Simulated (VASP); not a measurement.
## Te2Mo: single point with r2SCAN

Slab: Te2Mo, a slab with vacuum.

```
CELL_PARAMETERS angstrom
3.56023 0.00000 0.00000
-1.78012 3.08325 0.00000
0.00000 0.00000 17.52406
ATOMIC_POSITIONS crystal
Te 0.33333 0.66667 0.89785
Te 0.33333 0.66667 0.10214
Mo 0.00000 0.00000 0.00000
```

- Program: VASP 6.6.1
- Task: single point
- Functional: r2SCAN
- Potentials or basis: VASP PAW PBE potentials, release 64 (Te, Mo_sv)
- Cutoff: 520 eV
- k mesh: 9 × 9 × 2
- Occupations: fermi-dirac, width 0.1 eV
- Spin: no spin polarisation

| Item | Value |
| --- | --- |
| Largest force | 0.019 eV/Å |
| Band gap on the k mesh | 1.13 eV, direct |

Forces in eV/Å, atoms in the order of the input:
```
Te   0.000  0.000 -0.019
Te   0.000  0.000  0.019
Mo   0.000  0.000  0.000
```

Levels at points of the mesh, in eV from the valence-band top:
| k point | band 10 | band 11 | band 12 | band 13 | band 14 | band 15 | band 16 | band 17 |
| --- | --- | --- | --- | --- | --- | --- | --- | --- |
| (0.00, 0.00, 0.00) | -1.76 | -1.01 | -1.01 | -0.41 | 3.17 | 3.17 | 3.48 | 3.48 |
| (0.00, 0.00, 0.50) | -1.76 | -1.01 | -1.01 | -0.41 | 3.17 | 3.17 | 3.48 | 3.48 |

It took 8.4 min on 1 thread of Intel(R) Xeon(R) Platinum 8259CL CPU @ 2.50GHz (Skylake/Cascade Lake) (shared host), peak memory 0.4 GiB.

Caveat: the PAW data sets were made with another functional, which shifts forces and pressure a little; spin-orbit coupling is left out, which moves the levels of the heavy elements.
